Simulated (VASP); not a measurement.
# Si (Fd-3m) in VASP: a series of runs

Runs on Si. Level: PBE. Tasks: single point.

All numbers are computed with VASP 6.6.1; they aren't measurements. Logs are shortened: lines on timing, memory, paths and dates and some standing lists are left out, and cuts for length are marked.

### Step 1. The cell of the first run

Symmetry: Fd-3m, No. 227, cubic system. The conventional cell has a = 5.335 Å, b = 5.335 Å, c = 5.335 Å, α = 90.00°, β = 90.00°, γ = 90.00°. Si (site symmetry -43m) has 4 Si at 2.31 Å within 3.1 Å.

### Step 2. Single point, PBE

INCAR

```
SYSTEM = Si
PREC = Accurate
ENCUT = 520
EDIFF = 1E-6
ISMEAR = 0
SIGMA = 0.01
LREAL = .False.
LASPH = .True.
NELM = 80
ALGO = Normal
ISIF = 2
LWAVE = .False.
LCHARG = .True.
GGA = PE
LELF = .True.
LVHAR = .True.
NBANDS = 11
```

KPOINTS

```
Automatic mesh
0
Gamma
  8 8 8
  0 0 0
```

POSCAR

```
Si
1.0
    0.0000000000      2.6675585708      2.6675585708
    2.6675585708      0.0000000000      2.6675585708
    2.6675585708      2.6675585708      0.0000000000
Si
2
Direct
    0.7500000000      0.7500000000      0.7500000000
    0.5000000000      0.5000000000      0.5000000000
```

Potentials or basis: VASP PAW PBE potentials, release 64 (Si).

Launch:

```bash
cat potpaw_PBE.64/Si/POTCAR > POTCAR
mpirun -np 1 vasp_std > vasp.out
```

OUTCAR:

```text
SYSTEM = Si
   PREC = Accurate
   ENCUT = 520
   EDIFF = 1E-6
   ISMEAR = 0
   LREAL = .False.
   LASPH = .True.
   NELM = 80
   ISIF = 2
   GGA = PE

 ion  position               nearest neighbor table
   1  0.750  0.750  0.750-   2 2.31   2 2.31   2 2.31   2 2.31
   2  0.500  0.500  0.500-   1 2.31   1 2.31   1 2.31   1 2.31

  LATTYP: Found a face centered cubic cell.
 ALAT       =     5.3351171416

  Lattice vectors:

 A1 = (   0.0000000000,   2.6675585708,   2.6675585708)
 A2 = (   2.6675585708,   0.0000000000,   2.6675585708)
 A3 = (   2.6675585708,   2.6675585708,   0.0000000000)

Analysis of symmetry for initial positions (statically):
=====================================================================
 Subroutine PRICEL returns:
 Original cell was already a primitive cell.

 Routine SETGRP: Setting up the symmetry group for a
 face centered cubic supercell.

 Subroutine GETGRP returns: Found 48 space group operations
 (whereof 24 operations were pure point group operations)
 out of a pool of 48 trial point group operations.

The static configuration has the point symmetry T_d .
 The point group associated with its full space group is O_h .

Analysis of symmetry for dynamics (positions and initial velocities):
=====================================================================
 Subroutine PRICEL returns:
 Original cell was already a primitive cell.

 Routine SETGRP: Setting up the symmetry group for a
 face centered cubic supercell.

 Subroutine GETGRP returns: Found 48 space group operations
 (whereof 24 operations were pure point group operations)
 out of a pool of 48 trial point group operations.

The dynamic configuration has the point symmetry T_d .
 The point group associated with its full space group is O_h .

 Subroutine INISYM returns: Found 48 space group operations
 (whereof 24 operations are pure point group operations),
 and found     1 'primitive' translations

----------------------------------------------------------------------------------------

                                     Primitive cell

  volume of cell :      37.9640

  direct lattice vectors                    reciprocal lattice vectors
     0.000000000  2.667558571  2.667558571    -0.187437309  0.187437309  0.187437309
     2.667558571  0.000000000  2.667558571     0.187437309 -0.187437309  0.187437309
     2.667558571  2.667558571  0.000000000     0.187437309  0.187437309 -0.187437309

  length of vectors
     3.772497509  3.772497509  3.772497509     0.324650942  0.324650942  0.324650942

[... 88 lines left out ...]
   POTIM  = 0.5000    time-step for ionic-motion
   TEBEG  =    0.0;   TEEND  =   0.0 temperature during run
   PSTRESS=    0.0 pullay stress
   NELECT =       8.0000    total number of electrons
   NUPDOWN=      -1.0000    fix difference up-down
   EMIN   =  10.00;   EMAX   =-10.00  energy-range for DOS
   EFERMI =   0.00;   METHOD = LEGACY
   ISMEAR =     0;   SIGMA  =   0.01  broadening in eV -4-tet -1-fermi 0-gaus
   EFERMI_NEDOS =   21; number of points for ismear=-14 and -15
   IALGO  =     38    algorithm
   IMIX   =      4    mixing-type and parameters
     AMIX     =   0.40;   BMIX     =  1.00
     AMIX_MAG =   1.60;   BMIX_MAG =  1.00
  volume/ion in A,a.u.               =      18.98       128.10
  Fermi-wavevector in a.u.,A,eV,Ry     =   0.974199  1.840969 12.912787  0.949063
  Thomas-Fermi vector in A             =   2.104639
   LORBIT       =      0    0 simple, 1 ext, 2 COOP (PROOUT), +10 PAW based schemes
   GGA     = PE    functional components
   LHFCALC =     F    Hartree Fock is set to
   AEXX    =    0.0000 exact exchange contribution
   IVDW    =     0    specifies the selected vdW correction
   LEPSILON=     F    determine dielectric tensor
   LRPA    =     F    only Hartree local field effects (RPA)
 non-spin polarized calculation
 Gauss-broadening in eV      SIGMA  =   0.01
  energy-cutoff  :      520.00
  volume of cell :       37.96
 maximum number of plane-waves:      1036
   NGX = 13   NGY = 13   NGZ = 13

 number of electron       8.0000000 magnetization

 Free energy of the ion-electron system (eV)
  ---------------------------------------------------
  ext. energy  EPLUGINS =         0.00000000
  ---------------------------------------------------
  free energy    TOTEN  =       -10.77974456 eV

  energy without entropy =      -10.77974456  energy(sigma->0) =      -10.77974456

 E-fermi :   6.4263     XC(G=0):  -9.6184

 val. band max:        6.3797191371   @ k =   0.0000   0.0000   0.0000
 cond. band min:       6.9032045452   @ k =   0.3750   0.3750   0.0000
 fundamental gap:      0.5234854080
 Fermi energy:         6.4263111338

 k-point     1 :       0.0000    0.0000    0.0000
  band No.  band energies     occupation
      1      -5.9533      2.00000
      2       6.3797      2.00000
      3       6.3797      2.00000
      4       6.3797      2.00000
      5       8.9647      0.00000
      6       8.9647      0.00000
      7       8.9647      0.00000
      8      10.3797      0.00000
      9      14.1236      0.00000
     10      14.1236      0.00000
     11      14.5550      0.00000
[... 309 lines left out ...]
 k-point    24 :      -0.3750    0.2500    0.1250
  band No.  band energies     occupation
      1      -2.9215      2.00000
      2      -0.6079      2.00000
      3       2.7809      2.00000
      4       4.1027      2.00000
      5       9.4697      0.00000
      6       9.5551      0.00000
      7      12.4463      0.00000
      8      13.6419      0.00000
      9      14.0055      0.00000
     10      17.1480      0.00000
     11      18.4676      0.00000

 [... further k-points ...]

------------------------ aborting loop because EDIFF is reached ----------------------------------------

  FORCE on cell =-STRESS in cart. coord.  units (eV):
  Direction    XX          YY          ZZ          XY          YZ          ZX
  --------------------------------------------------------------------------------------
  -------------------------------------------------------------------------------------
  Total        1.8351648      1.8351648      1.8351648     -0.0000000     -0.0000000     -0.0000000
  in kB       77.4486361     77.4486361     77.4486361     -0.0000000     -0.0000000     -0.0000000
  external PRESSURE =      77.4486361 kB  Pullay stress =       0.0000000 kB

 VOLUME and BASIS-vectors are now :
 -----------------------------------------------------------------------------
  energy-cutoff  :      520.00
  volume of cell :       37.96
      direct lattice vectors                 reciprocal lattice vectors
     0.000000000  2.667558571  2.667558571    -0.187437309  0.187437309  0.187437309
     2.667558571  0.000000000  2.667558571     0.187437309 -0.187437309  0.187437309
     2.667558571  2.667558571  0.000000000     0.187437309  0.187437309 -0.187437309

 POSITION                                       TOTAL-FORCE (eV/Angst)
 -----------------------------------------------------------------------------------
      4.00134      4.00134      4.00134         0.000000      0.000000      0.000000
      2.66756      2.66756      2.66756        -0.000000     -0.000000     -0.000000
 -----------------------------------------------------------------------------------
    total drift:                                0.000000      0.000000     -0.000000

  FREE ENERGIE OF THE ION-ELECTRON SYSTEM (eV)
  ---------------------------------------------------
  free  energy   TOTEN  =       -10.7797445551 eV

  energy  without entropy=      -10.7797445551  energy(sigma->0) =      -10.77974456
```

OSZICAR:

```text
N       E                     dE             d eps       ncg     rms          rms(c)
DAV:   1     0.105353729281E+02    0.10535E+02   -0.34018E+03   646   0.601E+02
DAV:   2    -0.103921301086E+02   -0.20928E+02   -0.20205E+02   930   0.932E+01
DAV:   3    -0.109892837425E+02   -0.59715E+00   -0.59540E+00   829   0.136E+01
DAV:   4    -0.109938132314E+02   -0.45295E-02   -0.45288E-02   743   0.154E+00
DAV:   5    -0.109938547957E+02   -0.41564E-04   -0.41564E-04   828   0.134E-01    0.524E+00
DAV:   6    -0.108441294161E+02    0.14973E+00   -0.89289E-02   701   0.123E+00    0.321E+00
DAV:   7    -0.107783298112E+02    0.65800E-01   -0.16422E-01   716   0.178E+00    0.240E-01
DAV:   8    -0.107795354903E+02   -0.12057E-02   -0.66788E-03   725   0.449E-01    0.856E-02
DAV:   9    -0.107797182471E+02   -0.18276E-03   -0.16975E-04   774   0.828E-02    0.635E-02
DAV:  10    -0.107797443110E+02   -0.26064E-04   -0.23056E-05   732   0.276E-02    0.791E-03
DAV:  11    -0.107797445551E+02   -0.24407E-06   -0.20273E-06   778   0.743E-03
   1 F= -.10779745E+02 E0= -.10779745E+02  d E =-.123463E-13
```

stdout:

```text
POSCAR found type information on POSCAR Si
 POSCAR found :  1 types and       2 ions
 scaLAPACK will be used
 LDA part: xc-table for (Slater+PW92), standard interpolation
 POSCAR, INCAR and KPOINTS ok, starting setup
 FFT: planning ... GRIDC
 FFT: planning ... GRID_SOFT
 FFT: planning ... GRID
 WAVECAR not read
 entering main loop
```

It took 6.7 s on 1 thread of AMD EPYC 9R45 (Zen 5), shared host; peak memory 0.12 GiB.

Results:

* Free energy: -10.7797 eV
* Pressure: 7.7 GPa
* Band gap on the k mesh: 0.52 eV, indirect (least direct gap 2.58 eV)

A k mesh can miss the band edges. Expect the measured gap to be larger: semilocal functionals such as PBE lack the derivative discontinuity.

### Step 3. Single point, PBE

This run uses another cell than the first one, of 19.58 Å³/atom, 1.032 times its volume.

INCAR

```
SYSTEM = Si
PREC = Accurate
ENCUT = 520
EDIFF = 1E-6
ISMEAR = 0
SIGMA = 0.01
LREAL = .FALSE.
LASPH = .TRUE.
NELM = 100
ALGO = Normal
ISIF = 2
LWAVE = .FALSE.
LCHARG = .TRUE.
GGA = PE
LELF = .TRUE.
LVHAR = .TRUE.
NBANDS = 11
```

KPOINTS

```
regular mesh
0
G
  8 8 8
  0 0 0
```

POSCAR

```
Si
1.0
    0.0000000000      2.6953476392      2.6953476392
    2.6953476392      0.0000000000      2.6953476392
    2.6953476392      2.6953476392      0.0000000000
Si
2
Direct
    0.7500000000      0.7500000000      0.7500000000
    0.5000000000      0.5000000000      0.5000000000
```

Potentials or basis: VASP PAW PBE potentials, release 64 (Si).

Launch:

```bash
cat potpaw_PBE.64/Si/POTCAR > POTCAR
mpirun -np 1 vasp_std > vasp.out
```

OUTCAR:

```text
SYSTEM = Si
   PREC = Accurate
   ENCUT = 520
   EDIFF = 1E-6
   ISMEAR = 0
   LREAL = .FALSE.
   LASPH = .TRUE.
   NELM = 100
   ISIF = 2
   GGA = PE

 ion  position               nearest neighbor table
   1  0.750  0.750  0.750-   2 2.33   2 2.33   2 2.33   2 2.33
   2  0.500  0.500  0.500-   1 2.33   1 2.33   1 2.33   1 2.33

  LATTYP: Found a face centered cubic cell.
 ALAT       =     5.3906952784

  Lattice vectors:

 A1 = (   0.0000000000,   2.6953476392,   2.6953476392)
[... 523 lines left out ...]

------------------------ aborting loop because EDIFF is reached ----------------------------------------

  FORCE on cell =-STRESS in cart. coord.  units (eV):
  Direction    XX          YY          ZZ          XY          YZ          ZX
  --------------------------------------------------------------------------------------
  -------------------------------------------------------------------------------------
  Total        1.0301245      1.0301245      1.0301245     -0.0000000      0.0000000     -0.0000000
  in kB       42.1430490     42.1430490     42.1430490     -0.0000000      0.0000000     -0.0000000
  external PRESSURE =      42.1430490 kB  Pullay stress =       0.0000000 kB

 VOLUME and BASIS-vectors are now :
 -----------------------------------------------------------------------------
  energy-cutoff  :      520.00
  volume of cell :       39.16
      direct lattice vectors                 reciprocal lattice vectors
     0.000000000  2.695347639  2.695347639    -0.185504828  0.185504828  0.185504828
     2.695347639  0.000000000  2.695347639     0.185504828 -0.185504828  0.185504828
     2.695347639  2.695347639  0.000000000     0.185504828  0.185504828 -0.185504828

 POSITION                                       TOTAL-FORCE (eV/Angst)
 -----------------------------------------------------------------------------------
      4.04302      4.04302      4.04302        -0.000000     -0.000000     -0.000000
      2.69535      2.69535      2.69535         0.000000      0.000000      0.000000
 -----------------------------------------------------------------------------------
    total drift:                                0.000000      0.000000     -0.000000

  FREE ENERGIE OF THE ION-ELECTRON SYSTEM (eV)
  ---------------------------------------------------
  free  energy   TOTEN  =       -10.8241757747 eV

  energy  without entropy=      -10.8241757747  energy(sigma->0) =      -10.82417577
```

stdout:

```text
POSCAR found type information on POSCAR Si
 POSCAR found :  1 types and       2 ions
 scaLAPACK will be used
 LDA part: xc-table for (Slater+PW92), standard interpolation
 POSCAR, INCAR and KPOINTS ok, starting setup
 FFT: planning ... GRIDC
 FFT: planning ... GRID_SOFT
 FFT: planning ... GRID
 WAVECAR not read
 entering main loop
```

Run time: 6.5 s. Hardware: 1 thread of AMD EPYC 9R45 (Zen 5), shared host; peak memory 0.11 GiB.

What came out:

| Quantity | Value |
| --- | --- |
| Free energy | -10.8242 eV |
| Pressure | 4.2 GPa |
| Band gap on the k mesh | 0.58 eV, indirect (least direct gap 2.57 eV) |

Levels at points of the mesh, in eV from the valence-band top:
```csv
k point,band 1,band 2,band 3,band 4,band 5,band 6,band 7,band 8
"(0.00, 0.00, 0.00)",-12.11,0.00,0.00,0.00,2.57,2.57,2.57,3.63
"(0.50, 0.00, 0.00)",-9.72,-7.07,-1.22,-1.22,1.62,3.33,3.33,7.76
"(0.50, 0.50, 0.00)",-7.89,-7.89,-2.91,-2.91,0.67,0.67,10.31,10.31
```

A k mesh can miss the band edges.

### Step 4. Single point, PBE

This run uses another cell than the first one, of 20.18 Å³/atom, 1.063 times its volume.

INCAR

```
SYSTEM = Si
PREC     = Accurate       ! precision mode
ENCUT    = 520            ! plane-wave cutoff, eV
EDIFF    = 1E-6           ! SCF threshold, eV
ISMEAR   = 0              ! smearing method
SIGMA    = 0.01           ! smearing width, eV
LREAL    = .False.        ! projectors in reciprocal space
LASPH    = .True.         ! aspherical terms in the spheres
NELM     = 80             ! most SCF steps
ALGO     = Normal         ! electronic algorithm
ISIF     = 2              ! what is computed and relaxed
LWAVE    = .False.        ! write WAVECAR
LCHARG   = .False.        ! write CHGCAR
GGA      = PE             ! functional
NBANDS   = 11             ! bands
```

KPOINTS

```
Automatic mesh
0
Gamma
  8 8 8
  0 0 0
```

POSCAR

```
Si
1.0
    0.0000000000      2.7225752157      2.7225752157
    2.7225752157      0.0000000000      2.7225752157
    2.7225752157      2.7225752157      0.0000000000
Si
2
Direct
    0.7500000000      0.7500000000      0.7500000000
    0.5000000000      0.5000000000      0.5000000000
```

Launch:

```bash
cat potpaw_PBE.64/Si/POTCAR > POTCAR
mpirun -np 1 vasp_std > vasp.out
```

Run time: 7.1 s. Hardware: 1 thread of AMD EPYC 9R45 (Zen 5), shared host; peak memory 0.13 GiB.

It converged, with:

```yaml
Free_energy: -10.8441 eV
Pressure: 1.2 GPa
Band_gap_on_the_k_mesh: 0.63 eV, indirect (least direct gap 2.56 eV)
```

Levels at points of the mesh, in eV from the valence-band top:
```csv
k point,band 1,band 2,band 3,band 4,band 5,band 6,band 7,band 8
"(0.00, 0.00, 0.00)",-11.90,0.00,0.00,0.00,2.56,2.56,2.56,3.28
"(0.50, 0.00, 0.00)",-9.59,-6.93,-1.19,-1.19,1.51,3.34,3.34,7.72
"(0.50, 0.50, 0.00)",-7.79,-7.79,-2.83,-2.83,0.73,0.73,10.05,10.05
```

A k mesh can miss the band edges. PBE gaps usually lie below the measured ones, often by a third to a half.

(Part 1 of 2 ends here.)
